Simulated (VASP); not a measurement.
HfO2, 6 atoms in the cell. It takes space group P4_2/mnm (No. 136, tetragonal). The conventional cell has a = 4.814 Å, b = 4.814 Å, c = 3.205 Å, α = 90.00°, β = 90.00°, γ = 90.00°. Within 2.7 Å of Hf (site symmetry mmm) lie 6 O at 2.08 Å. Within 2.7 Å of O (site symmetry m2m) lie 3 Hf at 2.08 Å and 1 O at 2.65 Å. 

```yaml
Program: VASP 6.6.1
Task: single point
Functional: r2SCAN
Potentials_or_basis: VASP PAW PBE potentials, release 64 (Hf_pv, O)
Cutoff: 520 eV
k_mesh: 6 × 6 × 10
Occupations: gaussian, width 0.01 eV
Spin: no spin polarisation
Dipole_correction: no
Further_INCAR_settings: ALGO = Normal; EDIFF = 1e-07; NBANDS = 31
```

Potentials or basis: VASP PAW PBE potentials, release 64 (Hf_pv, O).

Launch:

```bash
$ cat potpaw_PBE.64/Hf_pv/POTCAR potpaw_PBE.64/O/POTCAR > POTCAR
$ cp INCAR.step1 INCAR
$ mpirun -np 1 vasp_std > vasp.out
$ cp INCAR.step2 INCAR
$ mpirun -np 1 vasp_std > vasp.out
```

Hardware: 1 thread of AMD EPYC 9R45 96-Core Processor (Zen 5), on a shared host.

How long does it take, and how much memory?

Run time: 3.9 min on 1 thread of AMD EPYC 9R45 96-Core Processor (Zen 5) (shared host), peak memory 0.22 GiB. Counts: k points 60.
